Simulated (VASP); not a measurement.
Runs of VASP 6.6.1 on Se. The structure is that of space group P3_221 (No. 154), or close to it. The cells are those of the table. 

```tsv
task	cell	cutoff (eV)	gap on the mesh (eV)	pressure (GPa)	largest force (eV/Å)
single point	a = 4.326, b = 4.326, c = 4.916 Å, angles 90.0, 90.0, 120.0°, 3 atoms	520	(a)	7.2	1.45
single point	a = 4.370, b = 4.370, c = 4.966 Å, angles 90.0, 90.0, 120.0°, 3 atoms	520	1.09	5.0	1.06
electric field gradients	a = 4.356, b = 4.318, c = 4.950 Å, angles 89.6, 88.8, 119.1°, 3 atoms	520	(c)	(b)	1.33
electric field gradients	a = 4.355, b = 4.355, c = 4.801 Å, angles 90.0, 90.0, 120.0°, 3 atoms	400	1.30	8.9	1.71
electric field gradients	a = 4.412, b = 4.412, c = 5.015 Å, angles 90.0, 90.0, 120.0°, 3 atoms	520	1.06	3.1	0.72
```

Alike in all rows: level PBE; potentials or basis VASP PAW PBE potentials, release 64 (Se); no spin polarisation; k mesh 8 × 8 × 6; smearing fermi-dirac 0.03 eV.

Problem. Fill in the values left out.

Solution. (a) 1.12; (b) 5.7; (c) 1.04.

Caveats: the cell stands under pressure (at least some runs); forces of over 1 eV/Å act on the atoms, so gaps and moduli don't describe the material at rest (at least some runs); the stress differs along the axes, from 7 to 13 GPa (at least some runs).

A k mesh can miss the band edges, and the runs leave out spin-orbit coupling on Se.
